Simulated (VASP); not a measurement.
# SiC (I-4m2) in VASP: further runs, part 2 of 2

VASP 6.6.1. The steps go on from the part before.

**4. Single point, PBE (strain +0.015 along x and y, +0.000 along z)**

Input file INCAR:

```
PREC = Accurate
ENCUT = 520
EDIFF = 1E-6
ISMEAR = 0
SIGMA = 0.05
LREAL = F
LASPH = T
NELM = 100
ALGO = Normal
ISIF = 2
LWAVE = F
LCHARG = T
GGA = PE
LELF = T
LVHAR = T
NBANDS = 11
```

Input file KPOINTS:

```
Automatic mesh
0
Gamma
  12 12 12
```

Input file POSCAR:

```
SiC
1.0
    0.0000000000      2.2066100000      2.1740000000
    2.2066100000      0.0000000000      2.1740000000
    2.2066100000      2.2066100000      0.0000000000
Si C
1 1
Direct
    0.0000000000      0.0000000000      0.0000000000
    0.7500000000      0.7500000000      0.7500000000
```

Potentials or basis: VASP PAW PBE potentials, release 64 (Si, C).

The run is started by

```console
$ cat potpaw_PBE.64/Si/POTCAR potpaw_PBE.64/C/POTCAR > POTCAR
$ mpirun -np 1 vasp_std > vasp.out
```

OUTCAR:

```text
PREC = Accurate
   ENCUT = 520
   EDIFF = 1E-6
   ISMEAR = 0
   LREAL = F
   LASPH = T
   NELM = 100
   ISIF = 2
   GGA = PE

 ion  position               nearest neighbor table
   1  0.000  0.000  0.000-   2 1.90   2 1.90   2 1.90   2 1.90
   2  0.750  0.750  0.750-   1 1.90   1 1.90   1 1.90   1 1.90

  LATTYP: Found a body centered tetragonal cell.
 ALAT       =     3.1206177889
 C/A-ratio  =     1.3933138546

  Lattice vectors:

 A1 = (   0.0000000000,  -2.2066100000,  -2.1740000000)
 A2 = (   0.0000000000,   2.2066100000,  -2.1740000000)
 A3 = (   2.2066100000,   0.0000000000,   2.1740000000)

Analysis of symmetry for initial positions (statically):
=====================================================================
 Subroutine PRICEL returns:
 Original cell was already a primitive cell.

 Routine SETGRP: Setting up the symmetry group for a
 body centered tetragonal supercell.

 Subroutine GETGRP returns: Found  8 space group operations
 (whereof  8 operations were pure point group operations)
 out of a pool of 16 trial point group operations.

The static configuration has the point symmetry D_2d.

Analysis of symmetry for dynamics (positions and initial velocities):
=====================================================================
 Subroutine PRICEL returns:
 Original cell was already a primitive cell.

 Routine SETGRP: Setting up the symmetry group for a
 body centered tetragonal supercell.

 Subroutine GETGRP returns: Found  8 space group operations
 (whereof  8 operations were pure point group operations)
 out of a pool of 16 trial point group operations.

The dynamic configuration has the point symmetry D_2d.

 Subroutine INISYM returns: Found  8 space group operations
 (whereof  8 operations are pure point group operations),
 and found     1 'primitive' translations

----------------------------------------------------------------------------------------

                                     Primitive cell

  volume of cell :      21.1710

  direct lattice vectors                    reciprocal lattice vectors
     0.000000000  2.206610000  2.174000000    -0.226591922  0.226591922  0.229990800
     2.206610000  0.000000000  2.174000000     0.226591922 -0.226591922  0.229990800
     2.206610000  2.206610000  0.000000000     0.226591922  0.226591922 -0.229990800

  length of vectors
     3.097644862  3.097644862  3.120617789     0.394440827  0.394440827  0.394440827

  position of ions in fractional coordinates (direct lattice)
     0.000000000  0.000000000  0.000000000
     0.750000000  0.750000000  0.750000000

  ion indices of the primitive-cell ions
   primitive index   ion index
                 1           1
                 2           2

----------------------------------------------------------------------------------------

 KPOINTS: Automatic mesh

Automatic generation of k-mesh.
 Grid dimensions read from file:
 generate k-points for:   12   12   12

 Generating k-lattice:

  Cartesian coordinates                     Fractional coordinates (reciprocal lattice)
    -0.018882660  0.018882660  0.019165900     0.083333333  0.000000000  0.000000000
     0.018882660 -0.018882660  0.019165900     0.000000000  0.083333333  0.000000000
     0.018882660  0.018882660 -0.019165900    -0.000000000 -0.000000000  0.083333333

  Length of vectors
     0.032870069  0.032870069  0.032870069

  Shift w.r.t. Gamma in fractional coordinates (k-lattice)
     0.000000000  0.000000000  0.000000000

 Subroutine IBZKPT returns following result:
 ===========================================

 Found    163 irreducible k-points:

 Following reciprocal coordinates:
            Coordinates               Weight
  0.000000  0.000000  0.000000      1.000000
  0.083333 -0.000000  0.000000      8.000000
  0.166667  0.000000  0.000000      8.000000
  0.250000  0.000000  0.000000      8.000000
  0.333333 -0.000000  0.000000      8.000000
  0.416667 -0.000000  0.000000      8.000000
[... 16 lines left out ...]
  0.500000  0.166667  0.000000      8.000000
 -0.416667  0.166667  0.000000      8.000000
 [... further k-points ...]
   k-points           NKPTS =    163   k-points in BZ     NKDIM =    163   number of bands    NBANDS=     11
   number of dos      NEDOS =    301   number of ions     NIONS =      2
   total plane-waves  NPLWV =  13824
   dimension x,y,z NGX =    24 NGY =   24 NGZ =   24
   dimension x,y,z NGXF=    48 NGYF=   48 NGZF=   48
   ions per type =               1   1
   NGX,Y,Z   is equivalent  to a cutoff of  12.88, 12.88, 12.79 a.u.
   NGXF,Y,Z  is equivalent  to a cutoff of  25.76, 25.76, 25.57 a.u.
 SYSTEM =  unknown system
   PREC   = accura    normal or accurate (medium, high low for compatibility)
   ISTART =      0    job   : 0-new  1-cont  2-samecut
   ICHARG =      2    charge: 1-file 2-atom 10-const
   ISPIN  =      1    spin polarized calculation?
   LNONCOLLINEAR =      F non collinear calculations
   LSORBIT =      F    spin-orbit coupling
   LASPH  =      T    aspherical Exc in radial PAW
   ENCUT  =  520.0 eV  38.22 Ry    6.18 a.u.   5.76  5.76  5.80*2*pi/ulx,y,z
   NELM   =    100;   NELMIN=  2; NELMDL= -5     # of ELM steps
   EDIFF  = 0.1E-05   stopping-criterion for ELM
   LREAL  =      F    real-space projection
   EDIFFG = 0.1E-04   stopping-criterion for IOM
   NSW    =      0    number of steps for IOM
   IBRION =     -1    ionic relax: 0-MD 1-quasi-New 2-CG
   NFREE  =      0    steps in history (QN), initial steepest desc. (CG)
   ISIF   =      2    stress and relaxation
   ISYM   =      2    0-nonsym 1-usesym 2-fastsym
   POTIM  = 0.5000    time-step for ionic-motion
   TEBEG  =    0.0;   TEEND  =   0.0 temperature during run
   PSTRESS=    0.0 pullay stress
   NELECT =       8.0000    total number of electrons
   NUPDOWN=      -1.0000    fix difference up-down
   EMIN   =  10.00;   EMAX   =-10.00  energy-range for DOS
   EFERMI =   0.00;   METHOD = LEGACY
   ISMEAR =     0;   SIGMA  =   0.05  broadening in eV -4-tet -1-fermi 0-gaus
   EFERMI_NEDOS =   21; number of points for ismear=-14 and -15
   IALGO  =     38    algorithm
   IMIX   =      4    mixing-type and parameters
     AMIX     =   0.40;   BMIX     =  1.00
     AMIX_MAG =   1.60;   BMIX_MAG =  1.00
  volume/ion in A,a.u.               =      10.59        71.43
  Fermi-wavevector in a.u.,A,eV,Ry     =   1.183563  2.236609 19.059321  1.400821
  Thomas-Fermi vector in A             =   2.319795
   LORBIT       =      0    0 simple, 1 ext, 2 COOP (PROOUT), +10 PAW based schemes
   GGA     = PE    functional components
   LHFCALC =     F    Hartree Fock is set to
   AEXX    =    0.0000 exact exchange contribution
   IVDW    =     0    specifies the selected vdW correction
   LEPSILON=     F    determine dielectric tensor
   LRPA    =     F    only Hartree local field effects (RPA)
 non-spin polarized calculation
 Gauss-broadening in eV      SIGMA  =   0.05
  energy-cutoff  :      520.00
  volume of cell :       21.17
 maximum number of plane-waves:       582
   NGX = 11   NGY = 11   NGZ = 11

 number of electron       8.0000001 magnetization

 Free energy of the ion-electron system (eV)
  ---------------------------------------------------
  ext. energy  EPLUGINS =         0.00000000
  ---------------------------------------------------
  free energy    TOTEN  =       -15.05762858 eV

  energy without entropy =      -15.05762858  energy(sigma->0) =      -15.05762858

 E-fermi :   8.1672     XC(G=0): -11.2569

 val. band max:        7.9183579951   @ k =   0.0000   0.0000   0.0000
 cond. band min:       9.1433264885   @ k =   0.5000   0.5000   0.0000
 fundamental gap:      1.2249684934
 Fermi energy:         8.1672100475

 k-point     1 :       0.0000    0.0000    0.0000
  band No.  band energies     occupation
      1      -7.3723      2.00000
      2       7.8203      2.00000
      3       7.8203      2.00000
      4       7.9184      2.00000
      5      13.8171      0.00000
      6      14.9756      0.00000
      7      15.0174      0.00000
      8      15.0174      0.00000
      9      22.0046      0.00000
     10      22.4376      0.00000
     11      23.9806      0.00000
[... 309 lines left out ...]
 k-point    24 :      -0.4167    0.1667    0.0000
  band No.  band energies     occupation
      1      -3.5761      2.00000
      2      -0.0287      2.00000
      3       4.8981      2.00000
      4       6.2588      2.00000
      5      12.8127      0.00000
      6      15.4664      0.00000
      7      16.1928      0.00000
      8      18.8631      0.00000
      9      22.1920      0.00000
     10      23.0943      0.00000
     11      25.8760      0.00000

 [... further k-points ...]

------------------------ aborting loop because EDIFF is reached ----------------------------------------

  FORCE on cell =-STRESS in cart. coord.  units (eV):
  Direction    XX          YY          ZZ          XY          YZ          ZX
  --------------------------------------------------------------------------------------
  -------------------------------------------------------------------------------------
  Total       -0.3913241     -0.3913241      0.0976565      0.0000000      0.0000000      0.0000000
  in kB      -29.6146414    -29.6146414      7.3904550      0.0000000      0.0000000      0.0000000
  external PRESSURE =     -17.2796092 kB  Pullay stress =       0.0000000 kB

 VOLUME and BASIS-vectors are now :
 -----------------------------------------------------------------------------
  energy-cutoff  :      520.00
  volume of cell :       21.17
      direct lattice vectors                 reciprocal lattice vectors
     0.000000000  2.206610000  2.174000000    -0.226591922  0.226591922  0.229990800
     2.206610000  0.000000000  2.174000000     0.226591922 -0.226591922  0.229990800
     2.206610000  2.206610000  0.000000000     0.226591922  0.226591922 -0.229990800

 POSITION                                       TOTAL-FORCE (eV/Angst)
 -----------------------------------------------------------------------------------
      0.00000      0.00000      0.00000         0.000000     -0.000000     -0.000000
      3.30992      3.30992      3.26100        -0.000000      0.000000      0.000000
 -----------------------------------------------------------------------------------
    total drift:                               -0.000000     -0.000000     -0.000000

  FREE ENERGIE OF THE ION-ELECTRON SYSTEM (eV)
  ---------------------------------------------------
  free  energy   TOTEN  =       -15.0576285755 eV

  energy  without entropy=      -15.0576285755  energy(sigma->0) =      -15.05762858
```

OSZICAR:

```text
N       E                     dE             d eps       ncg     rms          rms(c)
DAV:   1     0.326372625409E+01    0.32637E+01   -0.39293E+03  3746   0.611E+02
DAV:   2    -0.162360947877E+02   -0.19500E+02   -0.18586E+02  4515   0.110E+02
DAV:   3    -0.168470851622E+02   -0.61099E+00   -0.60968E+00  4428   0.159E+01
DAV:   4    -0.168494899880E+02   -0.24048E-02   -0.24047E-02  4188   0.126E+00
DAV:   5    -0.168495010557E+02   -0.11068E-04   -0.11068E-04  4403   0.791E-02    0.858E+00
DAV:   6    -0.151074573794E+02    0.17420E+01   -0.64524E+00  4039   0.112E+01    0.378E+00
DAV:   7    -0.150649404824E+02    0.42517E-01   -0.35696E-01  4294   0.344E+00    0.174E+00
DAV:   8    -0.150574104083E+02    0.75301E-02   -0.19877E-02  4072   0.938E-01    0.171E-01
DAV:   9    -0.150575116911E+02   -0.10128E-03   -0.16881E-03  4548   0.232E-01    0.112E-01
DAV:  10    -0.150576258514E+02   -0.11416E-03   -0.25094E-04  4051   0.954E-02    0.261E-02
DAV:  11    -0.150576281324E+02   -0.22810E-05   -0.45660E-05  4297   0.345E-02    0.695E-03
DAV:  12    -0.150576285755E+02   -0.44307E-06   -0.21189E-06  3753   0.868E-03
   1 F= -.15057629E+02 E0= -.15057629E+02  d E =-.285082E-15
```

It took 10 s on 1 thread of Intel Xeon 6975P-C (Granite Rapids), shared host; peak memory 0.15 GiB.

Results:

- Free energy: -15.0576 eV
- Pressure: -1.7 GPa
- Band gap on the k mesh: 1.22 eV, indirect (least direct gap 4.50 eV)

Stress tensor (GPa, compression positive):
```
-2.96  0.00  0.00
 0.00 -2.96  0.00
 0.00  0.00  0.74
```

Levels at points of the mesh, in eV from the valence-band top:
| k point | band 2 | band 3 | band 4 | band 5 | band 6 | band 7 |
| --- | --- | --- | --- | --- | --- | --- |
| (0.00, 0.00, 0.00) | -0.10 | -0.10 | 0.00 | 5.90 | 7.06 | 7.10 |
| (0.50, 0.00, 0.00) | -8.48 | -1.20 | -1.03 | 5.14 | 6.96 | 7.20 |
| (0.50, 0.50, 0.00) | -7.67 | -3.31 | -3.31 | 1.22 | 4.01 | 13.66 |
| (0.50, 0.00, 0.50) | -7.85 | -3.17 | -3.14 | 1.36 | 4.26 | 13.50 |

Caveat: the cell differs from its parent crystal (strain +0.015 along x and y, +0.000 along z). A k mesh can miss the band edges.

**5. Overview**

```csv
cell,gap on the mesh (eV),pressure (GPa)
"a = 3.075, b = 3.075, c = 3.121 Å, angles 59.5, 59.5, 61.0°, 2 atoms",1.06,1.4
"a = 3.121, b = 3.121, c = 3.075 Å, angles 60.5, 60.5, 59.0°, 2 atoms",1.22,-1.7
"a = 3.098, b = 3.098, c = 3.121 Å, angles 59.8, 59.8, 60.5°, 2 atoms",1.22,-1.7
```

Alike in all rows: task single point; level PBE; potentials or basis VASP PAW PBE potentials, release 64 (Si, C); no spin polarisation; k mesh 12 × 12 × 12; cutoff (eV) 520; smearing gaussian 0.05 eV.

Absolute energies hang on the potentials; compare differences alone.
